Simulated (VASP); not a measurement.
**ZnS: single point with PBE**

Crystal: ZnS.

```
Zn S
1.0
     0.00000    2.70465    2.70465
     2.70465    0.00000    2.70465
     2.70465    2.70465    0.00000
Zn S
1 1
Direct
  0.02773 0.97227 0.02773
  0.75000 0.75000 0.75000
```

This cell differs from its parent crystal: one atom moved.

```
Program             : VASP 6.6.1
Task                : single point
Functional          : PBE
Potentials or basis : VASP PAW PBE potentials, release 64 (Zn, S)
Cutoff              : 520 eV
k mesh              : 10 × 10 × 10
Occupations         : gaussian, width 0.02 eV
Spin                : no spin polarisation
```

```yaml
Pressure: 2.3 GPa
Largest_force: 0.853 eV/Å
Band_gap_on_the_k_mesh: 2.03 eV
```

Forces on the atoms (eV/Å):
```
Zn   0.000 -0.853  0.000
S    0.000  0.853  0.000
```

Stress tensor (GPa, compression positive):
```
 2.54  0.00 -3.48
 0.00  1.79  0.00
-3.48  0.00  2.54
```

Levels at points of the mesh, in eV from the valence-band top:
```
           k point  band 5  band 6  band 7  band 8  band 9  band 10  band 11  band 12  band 13  band 14
(0.00, 0.00, 0.00)   -5.96   -5.96   -0.26   -0.06    0.00     2.03     6.30     6.30     6.45    11.62
(0.50, 0.00, 0.00)   -5.92   -5.78   -5.53   -1.18   -0.79     3.35     6.60     7.33     8.85    11.96
(0.00, 0.50, 0.00)   -5.92   -5.75   -5.12   -1.12   -0.70     3.09     6.39     7.10     8.67    12.05
(0.50, 0.50, 0.00)   -5.89   -5.75   -4.65   -2.29   -2.24     3.29     3.96    10.85    11.89    11.95
(0.50, 0.00, 0.50)   -5.89   -5.75   -4.59   -2.36   -2.24     3.20     4.11    10.82    11.65    12.10
```

Run time: 2.2 min on 1 thread of Intel Xeon 8259CL, on a shared host, peak memory 0.24 GiB.

Caveat: the cell differs from its parent crystal (one atom moved).
